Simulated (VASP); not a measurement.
Write the native input for VASP 6.6.1 that does the following.

```
Task                   : relaxation of cell and atoms
Functional             : PBE
Potentials or basis    : VASP PAW PBE potentials, release 64 (S)
Cutoff                 : 600 eV
k mesh                 : 24 × 24 × 12
Occupations            : gaussian, width 0.1 eV
Spin                   : no spin polarisation
Dipole correction      : no
Further INCAR settings : ALGO = Normal; EDIFF = 1e-07; IBRION = 2; EDIFFG = -0.01; NSW = 100; ISIF = 3
```

The structure of S lies in POSCAR:

```
S
1.0
    2.3603386113      0.0000000000      0.0000000000
    0.0000000000      2.3603386113      0.0000000000
    0.0000000000      0.0000000000      4.5906578722
S
1
Direct
    0.0000000000      0.0000000000      0.0000000000
```

The input as run:

INCAR

```
ALGO = Normal
EDIFF = 1E-7
EDIFFG = -0.01
ENCUT = 600
GGA = PE
IBRION = 2
ISIF = 3
ISMEAR = 0
LASPH = T
LCHARG = F
LREAL = F
LWAVE = F
NELM = 60
NSW = 100
PREC = Accurate
SIGMA = 0.1
```

KPOINTS

```
k-points
0
Gamma
  24 24 12
```

Potentials or basis: VASP PAW PBE potentials, release 64 (S).

Command:

```bash
$ cat potpaw_PBE.64/S/POTCAR > POTCAR
$ mpirun -np 1 vasp_std > vasp.out
```

Results of the run:

- Relaxed volume: 25.64 Å³/atom
- Relaxed cell: a = 2.363 Å, b = 2.363 Å, c = 4.590 Å, α = 90.00°, β = 90.00°, γ = 90.00°
- Space group after relaxing (to 0.1 Å): P4/mmm (No. 123)
- Energy gained by relaxing: 0.1 meV/atom
- Ionic steps: 3
- Pressure after relaxing: 0.0 GPa
- Band gap on the k mesh: zero (bands 3 and 4 overlap by 6.00 eV)

Wall time 5.1 min on 1 thread of Intel Xeon 8259CL (shared host), peak memory 0.21 GiB.
